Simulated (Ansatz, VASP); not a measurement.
# MoSe: VASP beside Ansatz

```
Mo Se
1.0
     0.00000    2.83382    2.83382
     2.83382    0.00000    2.83382
     2.83382    2.83382    0.00000
Mo Se
1 1
Direct
  0.00000 0.00000 0.00000
  0.50000 0.50000 0.50000
```

Change from the starting cell: volume scaled by 0.94.

Alike in both runs: task single point; functional PBE; k mesh 8 × 8 × 8; occupations fermi-dirac, width 0.05 eV; no spin polarisation.

|  | VASP | Ansatz |
| --- | --- | --- |
| version | VASP 6.6.1 | Ansatz 0.2.0 |
| potentials or method | VASP PAW PBE potentials, release 64 (Mo_sv, Se), cutoff 520 eV | all-electron LAPW, scalar-relativistic |

```tsv
	VASP	Ansatz	Ansatz less VASP
gap on the k mesh at the Fermi level (eV)	none	none	-
pressure (GPa)	-18.8	-18.9	-0.08
```

A gap of «none» marks a metal or a gap that the smearing closes. Ansatz ran all-electron here, and VASP with PAW potentials.
